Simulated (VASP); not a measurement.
# GaBiSe4 (P6/mmm) in VASP: notebook

GaBiSe4 is run at these levels: PBE; tasks: relaxation of cell and atoms, single point.

Program: VASP 6.6.1. These are calculated values, not measurements. Logs are shortened: lines on timing, memory, paths and dates and some standing lists are left out, and cuts for length are marked.

### Step 1. The cell of the first run

The structure is hexagonal, space group P6/mmm (No. 191). The conventional cell has a = 4.215 Å, b = 4.215 Å, c = 8.763 Å, α = 90.00°, β = 90.00°, γ = 120.00°. Ga (site symmetry 6/mmm) has 12 Se at 3.24 Å and 6 Ga at 4.22 Å within 4.3 Å. Within 4.4 Å of Bi (site symmetry 6/mmm) lie 12 Se at 3.31 Å and 6 Bi at 4.22 Å and 2 Ga at 4.38 Å. Within 3.2 Å of Se (site symmetry 3m) lie 3 Se at 2.43 Å.

### Step 2. Relaxation of cell and atoms, PBE

The input, INCAR:

```
  PREC = Accurate
  ENCUT = 600
  EDIFF = 1E-7
  ISMEAR = 0
  SIGMA = 0.1
  LREAL = False
  LASPH = True
  NELM = 80
  ALGO = Normal
  ISIF = 3
  LWAVE = False
  LCHARG = False
  GGA = PE
  IBRION = 2
  NSW = 90
  EDIFFG = -0.04
```

The input, KPOINTS:

```
regular mesh
0
Gamma
  6 6 2
```

The input, POSCAR:

```
GaBiSe4
1.0
    4.2152895300      0.0000000000      0.0000000000
   -2.1076447600      3.6505478200      0.0000000000
    0.0000000000      0.0000000000      8.7627462700
Ga Bi Se
1 1 4
Direct
    0.0000000000      0.0000000000      0.5000000000
    0.0000000000      0.0000000000      0.0000000000
    0.3333333300      0.6666666700      0.7432699200
    0.3333333300      0.6666666700      0.2567300800
    0.6666666700      0.3333333300      0.7432699200
    0.6666666700      0.3333333300      0.2567300800
```

Potentials or basis: VASP PAW PBE potentials, release 64 (Ga_d, Bi_d, Se).

The run is started by

```bash
$ cat potpaw_PBE.64/Ga_d/POTCAR potpaw_PBE.64/Bi_d/POTCAR potpaw_PBE.64/Se/POTCAR > POTCAR
$ mpirun -np 1 vasp_std > vasp.out
```

OUTCAR:

```text
PREC = Accurate
   ENCUT = 600
   EDIFF = 1E-7
   ISMEAR = 0
   LREAL = False
   LASPH = True
   NELM = 80
   ISIF = 3
   GGA = PE
   IBRION = 2
   NSW = 90
   EDIFFG = -0.04

 ion  position               nearest neighbor table
   1  0.000  0.000  0.500-
   2  0.000  0.000  0.000-   3 3.31   4 3.31   5 3.31   6 3.31   3 3.31   4 3.31   5 3.31   6 3.31
                             5 3.31   6 3.31   3 3.31   4 3.31
   3  0.333  0.667  0.743-   5 2.43   5 2.43   5 2.43   2 3.31   2 3.31   2 3.31
   4  0.333  0.667  0.257-   6 2.43   6 2.43   6 2.43   2 3.31   2 3.31   2 3.31
   5  0.667  0.333  0.743-   3 2.43   3 2.43   3 2.43   2 3.31   2 3.31   2 3.31
   6  0.667  0.333  0.257-   4 2.43   4 2.43   4 2.43   2 3.31   2 3.31   2 3.31

  LATTYP: Found a hexagonal cell.
 ALAT       =     4.2152895300
 C/A-ratio  =     2.0788005682

  Lattice vectors:

 A1 = (   4.2152895300,   0.0000000000,   0.0000000000)
 A2 = (  -2.1076447600,   3.6505478200,   0.0000000000)
 A3 = (   0.0000000000,   0.0000000000,   8.7627462700)

Analysis of symmetry for initial positions (statically):
=====================================================================
 Subroutine PRICEL returns:
 Original cell was already a primitive cell.

 Routine SETGRP: Setting up the symmetry group for a
 hexagonal supercell.

 Subroutine GETGRP returns: Found 24 space group operations
 (whereof 24 operations were pure point group operations)
 out of a pool of 24 trial point group operations.

The static configuration has the point symmetry D_6h.

Analysis of symmetry for dynamics (positions and initial velocities):
=====================================================================
 Subroutine PRICEL returns:
 Original cell was already a primitive cell.

 Routine SETGRP: Setting up the symmetry group for a
 hexagonal supercell.

 Subroutine GETGRP returns: Found 24 space group operations
 (whereof 24 operations were pure point group operations)
 out of a pool of 24 trial point group operations.

The dynamic configuration has the point symmetry D_6h.

 Subroutine INISYM returns: Found 24 space group operations
 (whereof 24 operations are pure point group operations),
 and found     1 'primitive' translations

----------------------------------------------------------------------------------------

                                     Primitive cell

  volume of cell :     134.8422

  direct lattice vectors                    reciprocal lattice vectors
     4.215289530  0.000000000  0.000000000     0.237231629  0.136965744  0.000000000
    -2.107644760  3.650547820  0.000000000     0.000000000  0.273931489  0.000000000
     0.000000000  0.000000000  8.762746270     0.000000000  0.000000000  0.114119475

  length of vectors
     4.215289530  4.215289530  8.762746270     0.273931489  0.273931489  0.114119475

  position of ions in fractional coordinates (direct lattice)
     0.000000000  0.000000000  0.500000000
     0.000000000  0.000000000  0.000000000
     0.333333330  0.666666670  0.743269920
     0.333333330  0.666666670  0.256730080
     0.666666670  0.333333330  0.743269920
     0.666666670  0.333333330  0.256730080

  ion indices of the primitive-cell ions
   primitive index   ion index
                 1           1
                 2           2
                 3           3
                 4           4
                 5           5
                 6           6

----------------------------------------------------------------------------------------

 KPOINTS: regular mesh

Automatic generation of k-mesh.
 Grid dimensions read from file:
 generate k-points for:    6    6    2

 Generating k-lattice:

  Cartesian coordinates                     Fractional coordinates (reciprocal lattice)
     0.039538605  0.022827624  0.000000000     0.166666667  0.000000000  0.000000000
     0.000000000  0.045655248  0.000000000     0.000000000  0.166666667  0.000000000
     0.000000000  0.000000000  0.057059737     0.000000000  0.000000000  0.500000000

  Length of vectors
     0.045655248  0.045655248  0.057059737

  Shift w.r.t. Gamma in fractional coordinates (k-lattice)
     0.000000000  0.000000000  0.000000000

 Subroutine IBZKPT returns following result:
 ===========================================

 Found     14 irreducible k-points:

 Following reciprocal coordinates:
            Coordinates               Weight
  0.000000  0.000000  0.000000      1.000000
  0.166667  0.000000  0.000000      6.000000
  0.333333  0.000000  0.000000      6.000000
  0.500000  0.000000  0.000000      3.000000
  0.166667  0.166667  0.000000      6.000000
  0.333333  0.166667  0.000000     12.000000
  0.333333  0.333333  0.000000      2.000000
  0.000000  0.000000  0.500000      1.000000
  0.166667  0.000000  0.500000      6.000000
  0.333333  0.000000  0.500000      6.000000
  0.500000  0.000000  0.500000      3.000000
  0.166667  0.166667  0.500000      6.000000
  0.333333  0.166667  0.500000     12.000000
  0.333333  0.333333  0.500000      2.000000
   k-points           NKPTS =     14   k-points in BZ     NKDIM =     14   number of bands    NBANDS=     31
   number of dos      NEDOS =    301   number of ions     NIONS =      6
   total plane-waves  NPLWV =  90720
   dimension x,y,z NGX =    36 NGY =   36 NGZ =   70
   dimension x,y,z NGXF=    72 NGYF=   72 NGZF=  140
   ions per type =               1   1   4
   NGX,Y,Z   is equivalent  to a cutoff of  14.20, 14.20, 13.28 a.u.
   NGXF,Y,Z  is equivalent  to a cutoff of  28.40, 28.40, 26.56 a.u.
 SYSTEM =  unknown system
   PREC   = accura    normal or accurate (medium, high low for compatibility)
   ISTART =      0    job   : 0-new  1-cont  2-samecut
   ICHARG =      2    charge: 1-file 2-atom 10-const
   ISPIN  =      1    spin polarized calculation?
   LNONCOLLINEAR =      F non collinear calculations
   LSORBIT =      F    spin-orbit coupling
   LASPH  =      T    aspherical Exc in radial PAW
   ENCUT  =  600.0 eV  44.10 Ry    6.64 a.u.   8.42  8.42 17.50*2*pi/ulx,y,z
   NELM   =     80;   NELMIN=  2; NELMDL= -5     # of ELM steps
   EDIFF  = 0.1E-06   stopping-criterion for ELM
   LREAL  =      F    real-space projection
   EDIFFG = -.4E-01   stopping-criterion for IOM
   NSW    =     90    number of steps for IOM
   IBRION =      2    ionic relax: 0-MD 1-quasi-New 2-CG
   NFREE  =      1    steps in history (QN), initial steepest desc. (CG)
   ISIF   =      3    stress and relaxation
   ISYM   =      2    0-nonsym 1-usesym 2-fastsym
   POTIM  = 0.5000    time-step for ionic-motion
   TEBEG  =    0.0;   TEEND  =   0.0 temperature during run
   PSTRESS=    0.0 pullay stress
   NELECT =      52.0000    total number of electrons
   NUPDOWN=      -1.0000    fix difference up-down
   EMIN   =  10.00;   EMAX   =-10.00  energy-range for DOS
   EFERMI =   0.00;   METHOD = LEGACY
   ISMEAR =     0;   SIGMA  =   0.10  broadening in eV -4-tet -1-fermi 0-gaus
   EFERMI_NEDOS =   21; number of points for ismear=-14 and -15
   IALGO  =     38    algorithm
   IMIX   =      4    mixing-type and parameters
     AMIX     =   0.40;   BMIX     =  1.00
     AMIX_MAG =   1.60;   BMIX_MAG =  1.00
  volume/ion in A,a.u.               =      22.47       151.66
  Fermi-wavevector in a.u.,A,eV,Ry     =   1.191610  2.251816 19.319372  1.419934
  Thomas-Fermi vector in A             =   2.327667
   LORBIT       =      0    0 simple, 1 ext, 2 COOP (PROOUT), +10 PAW based schemes
   GGA     = PE    functional components
   LHFCALC =     F    Hartree Fock is set to
   AEXX    =    0.0000 exact exchange contribution
   IVDW    =     0    specifies the selected vdW correction
   LEPSILON=     F    determine dielectric tensor
   LRPA    =     F    only Hartree local field effects (RPA)
 conjugate gradient relaxation of ions
 non-spin polarized calculation
 Gauss-broadening in eV      SIGMA  =   0.10
  energy-cutoff  :      600.00
  volume of cell :      134.84
 maximum number of plane-waves:      4553
 NGX is ok and might be reduce to    36
   NGX = 17   NGY = 17   NGZ = 35

--------------------------------------- Ionic step        1  -------------------------------------------

 number of electron      52.0000007 magnetization

 Free energy of the ion-electron system (eV)
  ---------------------------------------------------
  ext. energy  EPLUGINS =         0.00000000
  ---------------------------------------------------
  free energy    TOTEN  =       -16.87619697 eV

  energy without entropy =      -16.84499373  energy(sigma->0) =      -16.86059535

------------------------ aborting loop because EDIFF is reached ----------------------------------------

  FORCE on cell =-STRESS in cart. coord.  units (eV):
  Direction    XX          YY          ZZ          XY          YZ          ZX
  --------------------------------------------------------------------------------------
  -------------------------------------------------------------------------------------
  Total       18.2993608     18.2993608     -0.3281766      0.0000000      0.0000000      0.0000000
  in kB      217.4306752    217.4306755     -3.8993529      0.0000003      0.0000000      0.0000000
  external PRESSURE =     143.6539993 kB  Pullay stress =       0.0000000 kB
[... 101 lines left out ...]
  FREE ENERGIE OF THE ION-ELECTRON SYSTEM (eV)
  ---------------------------------------------------
  free  energy   TOTEN  =       -18.8343916248 eV

  energy  without entropy=      -18.8174788390  energy(sigma->0) =      -18.82593523

 E-fermi :   5.0431     XC(G=0): -10.0515

 val. band max:        4.9494375259   @ k =   0.1667   0.0000   0.5000
 cond. band min:       5.0449087559   @ k =   0.3333   0.0000   0.5000
 fundamental gap:      0.0954712300
 Fermi energy:         5.0431246313

 k-point     1 :       0.0000    0.0000    0.0000
  band No.  band energies     occupation
      1     -18.3526      2.00000
      2     -18.3484      2.00000
      3     -18.3484      2.00000
      4     -18.3443      2.00000
      5     -18.3443      2.00000
      6      -9.9289      2.00000
[... 465 lines left out ...]
     30       7.4017      0.00000
     31       7.8109      0.00000

[... ionic steps 4 to 12 ...]

--------------------------------------- Ionic step       13  -------------------------------------------

 number of electron      51.9999996 magnetization

 E-fermi :   4.9541     XC(G=0):  -9.9971

 val. band max:        4.9330621729   @ k =   0.3333   0.0000   0.5000
 cond. band min:       4.9727025949   @ k =   0.1667   0.0000   0.0000
 fundamental gap:      0.0396404220
 Fermi energy:         4.9541143464

 k-point     1 :       0.0000    0.0000    0.0000
  band No.  band energies     occupation
      1     -18.3929      2.00000
      2     -18.3929      2.00000
      3     -18.3914      2.00000
      4     -18.3851      2.00000
      5     -18.3851      2.00000
      6     -10.0448      2.00000
[... 542 lines left out ...]
  energy  without entropy=      -19.4675085852  energy(sigma->0) =      -19.47814398

--------------------------------------- Ionic step       15  -------------------------------------------

 number of electron      51.9999999 magnetization

 Free energy of the ion-electron system (eV)
  ---------------------------------------------------
  ext. energy  EPLUGINS =         0.00000000
  ---------------------------------------------------
  free energy    TOTEN  =       -19.48927827 eV

  energy without entropy =      -19.46907617  energy(sigma->0) =      -19.47917722

 E-fermi :   4.8372     XC(G=0):  -9.9485

 val. band max:        4.8096191142   @ k =   0.3333   0.0000   0.5000
 cond. band min:       4.8394092152   @ k =   0.5000   0.0000   0.0000
 fundamental gap:      0.0297901010
 Fermi energy:         4.8371813074

 k-point     1 :       0.0000    0.0000    0.0000
  band No.  band energies     occupation
      1     -18.4894      2.00000
      2     -18.4894      2.00000
      3     -18.4879      2.00000
      4     -18.4818      2.00000
      5     -18.4818      2.00000
      6     -10.0928      2.00000
[... 498 lines left out ...]
  FREE ENERGIE OF THE ION-ELECTRON SYSTEM (eV)
  ---------------------------------------------------
  free  energy   TOTEN  =       -19.4892782667 eV

  energy  without entropy=      -19.4690761709  energy(sigma->0) =      -19.47917722

 reached required accuracy - stopping structural energy minimisation
```

Wall time 6.2 min (1 thread of Intel Xeon 6975P-C (Granite Rapids), shared host); peak memory 0.35 GiB.

Results:

```
Free energy                            : -19.4893 eV
Relaxed volume                         : 24.58 Å³/atom
Relaxed cell                           : a = 4.892 Å, b = 4.892 Å, c = 7.117 Å, α = 90.00°, β = 90.00°, γ = 120.00°
Space group after relaxing (to 0.05 Å) : P6/mmm (No. 191)
Energy gained by relaxing              : 435.5 meV/atom
Ionic steps                            : 15
Pressure after relaxing                : -0.1 GPa
Largest force after relaxing           : 0.018 eV/Å
Band gap on the k mesh                 : zero (band 26 reaches 5.22 eV, above the bottom of band 27 at 4.13 eV)
```

Forces in eV/Å, atoms in the order of the input:
```
Ga   0.000  0.000  0.000
Bi   0.000  0.000  0.000
Se   0.000  0.000  0.018
Se   0.000  0.000 -0.018
Se   0.000  0.000  0.018
Se   0.000  0.000 -0.018
```

The path:
```tsv
step	energy change (eV)	largest force (eV/Å)	pressure (GPa)	volume (Å³)
1	0.0000	0.0015	14.37	134.84
2	-1.8759	0.4973	-4.12	176.97
3	-1.9582	0.4668	-2.04	167.98
4	-2.2910	0.4092	-1.98	162.52
5	-2.5037	0.3143	-1.63	156.47
6	-2.5819	0.1426	0.38	143.31
7	-2.5818	0.2231	-0.21	146.29
8	-2.5866	0.1979	0.03	144.98
9	-2.5863	0.1741	0.18	144.19
10	-2.5959	0.1243	0.11	144.74
11	-2.6076	0.0038	-0.05	146.20
12	-2.6115	0.0001	0.37	146.00
13	-2.6115	0.0008	0.33	146.02
14	-2.6126	0.0263	-0.30	148.34
15	-2.6131	0.0177	-0.07	147.48
```

Final structure:
```
CELL_PARAMETERS angstrom
4.89152 0.00000 0.00000
-2.44576 4.23618 0.00000
0.00000 0.00000 7.11749
ATOMIC_POSITIONS crystal
Ga 0.00000 0.00000 0.50000
Bi 0.00000 0.00000 0.00000
Se 0.33333 0.66667 0.76242
Se 0.33333 0.66667 0.23758
Se 0.66667 0.33333 0.76242
Se 0.66667 0.33333 0.23758
```

Caveat: spin-orbit coupling is left out, which moves the levels of the heavy elements.

### Step 3. Single point, PBE

This run uses another cell than the first one, of 25.03 Å³/atom, 1.114 times its volume.

The input, INCAR:

```
PREC = Accurate
ENCUT = 520
EDIFF = 1E-6
ISMEAR = 0
SIGMA = 0.1
LREAL = F
LASPH = T
NELM = 100
ALGO = Normal
ISIF = 2
LWAVE = F
LCHARG = F
GGA = PE
NBANDS = 35
```

The input, KPOINTS:

```
regular mesh
0
Gamma
  12 12 6
```

The input, POSCAR:

```
GaBiSe4
1.0
    4.8033294052      0.0000000000      0.0000000000
   -2.4016647026      4.1598052876      0.0000000000
    0.0000000000      0.0000000000      7.5150603296
Ga Bi Se
1 1 4
Direct
    0.0000000000      0.0000000000      0.5000000000
    0.0000000000      0.0000000000      0.0000000000
    0.3333333333      0.6666666667      0.7621015133
    0.3333333333      0.6666666667      0.2378984867
    0.6666666667      0.3333333333      0.7621015133
    0.6666666667      0.3333333333      0.2378984867
```

Potentials or basis: VASP PAW PBE potentials, release 64 (Ga_d, Bi_d, Se).

The run is started by

```bash
$ cat potpaw_PBE.64/Ga_d/POTCAR potpaw_PBE.64/Bi_d/POTCAR potpaw_PBE.64/Se/POTCAR > POTCAR
$ mpirun -np 1 vasp_std > vasp.out
```

OUTCAR:

```text
PREC = Accurate
   ENCUT = 520
   EDIFF = 1E-6
   ISMEAR = 0
   LREAL = F
   LASPH = T
   NELM = 100
   ISIF = 2
   GGA = PE

 ion  position               nearest neighbor table
   1  0.000  0.000  0.500-
   2  0.000  0.000  0.000-   3 3.30   4 3.30   5 3.30   6 3.30   3 3.30   4 3.30   5 3.30   6 3.30
                             5 3.30   6 3.30   3 3.30   4 3.30
   3  0.333  0.667  0.762-   5 2.77   5 2.77   5 2.77   2 3.30   2 3.30   2 3.30
   4  0.333  0.667  0.238-   6 2.77   6 2.77   6 2.77   2 3.30   2 3.30   2 3.30
   5  0.667  0.333  0.762-   3 2.77   3 2.77   3 2.77   2 3.30   2 3.30   2 3.30
   6  0.667  0.333  0.238-   4 2.77   4 2.77   4 2.77   2 3.30   2 3.30   2 3.30
[... 1121 lines left out ...]
  Total        0.0102805      0.0102805      0.0306074      0.0000000     -0.0000000      0.0000000
  in kB        0.1096930      0.1096930      0.3265802      0.0000000     -0.0000000      0.0000000
  external PRESSURE =       0.1819887 kB  Pullay stress =       0.0000000 kB

 VOLUME and BASIS-vectors are now :
 -----------------------------------------------------------------------------
  energy-cutoff  :      520.00
  volume of cell :      150.16
      direct lattice vectors                 reciprocal lattice vectors
     4.803329405  0.000000000  0.000000000     0.208188928  0.120197934  0.000000000
    -2.401664703  4.159805288  0.000000000     0.000000000  0.240395867  0.000000000
     0.000000000  0.000000000  7.515060330     0.000000000  0.000000000  0.133066131

 POSITION                                       TOTAL-FORCE (eV/Angst)
 -----------------------------------------------------------------------------------
      0.00000      0.00000      3.75753         0.000000     -0.000000      0.000000
      0.00000      0.00000      0.00000         0.000000     -0.000000      0.000000
     -0.00000      2.77320      5.72724         0.000000     -0.000000      0.002385
     -0.00000      2.77320      1.78782         0.000000     -0.000000     -0.002385
      2.40166      1.38660      5.72724        -0.000000      0.000000      0.002385
      2.40166      1.38660      1.78782        -0.000000      0.000000     -0.002385
 -----------------------------------------------------------------------------------
    total drift:                               -0.000000      0.000000     -0.000000

  FREE ENERGIE OF THE ION-ELECTRON SYSTEM (eV)
  ---------------------------------------------------
  free  energy   TOTEN  =       -19.5316374550 eV

  energy  without entropy=      -19.5132741378  energy(sigma->0) =      -19.52245580
```

OSZICAR:

```text
N       E                     dE             d eps       ncg     rms          rms(c)
DAV:   1     0.483917478937E+03    0.48392E+03   -0.23351E+04  5381   0.169E+03
DAV:   2     0.483233952473E+02   -0.43559E+03   -0.41942E+03  5718   0.445E+02
DAV:   3    -0.162409879198E+02   -0.64564E+02   -0.62083E+02  6686   0.150E+02
DAV:   4    -0.199147497837E+02   -0.36738E+01   -0.35956E+01  5989   0.362E+01
DAV:   5    -0.200389280368E+02   -0.12418E+00   -0.12380E+00  7202   0.704E+00    0.701E+00
DAV:   6    -0.195430622415E+02    0.49587E+00   -0.10875E+00  6409   0.672E+00    0.410E+00
DAV:   7    -0.195324644617E+02    0.10598E-01   -0.19916E-01  6236   0.186E+00    0.170E+00
DAV:   8    -0.195316613653E+02    0.80310E-03   -0.24054E-02  6438   0.102E+00    0.220E-01
DAV:   9    -0.195315985173E+02    0.62848E-04   -0.28129E-03  6100   0.281E-01    0.790E-02
DAV:  10    -0.195316344279E+02   -0.35911E-04   -0.47712E-04  6123   0.103E-01    0.215E-02
DAV:  11    -0.195316365470E+02   -0.21191E-05   -0.69457E-05  6202   0.493E-02    0.944E-03
DAV:  12    -0.195316376690E+02   -0.11220E-05   -0.92755E-06  6086   0.184E-02    0.356E-03
DAV:  13    -0.195316374550E+02    0.21406E-06   -0.92142E-07  3451   0.717E-03
   1 F= -.19531637E+02 E0= -.19522456E+02  d E =-.183633E-01
```

It took 2.1 min on 1 thread of Intel Xeon 6975P-C (Granite Rapids), shared host; peak memory 0.52 GiB.

Results:

| Item | Value |
| --- | --- |
| Free energy | -19.5316 eV |
| Pressure | 0.0 GPa |
| Band gap on the k mesh | zero (band 26 reaches 5.18 eV, above the bottom of band 27 at 3.98 eV) |

Forces on the atoms (eV/Å):
```
Ga   0.000  0.000  0.000
Bi   0.000  0.000  0.000
Se   0.000  0.000  0.002
Se   0.000  0.000 -0.002
Se   0.000  0.000  0.002
Se   0.000  0.000 -0.002
```

Levels at points of the mesh, in eV from the Fermi level:
```
           k point  band 23  band 24  band 25  band 26  band 27  band 28  band 29  band 30
(0.00, 0.00, 0.00)    -2.56    -1.79    -1.15    -0.60    -0.51    -0.51     0.91     1.60
(0.50, 0.00, 0.00)    -1.28    -0.52    -0.43     0.18     0.55     1.43     1.43     1.75
(0.00, 0.00, 0.50)    -2.39    -2.38    -1.08    -1.08    -0.54     0.08     1.34     2.74
(0.50, 0.00, 0.50)    -1.73    -0.83     0.02     0.37     0.64     1.40     1.53     1.64
```

Caveat: spin-orbit coupling is left out, which moves the levels of the heavy elements.
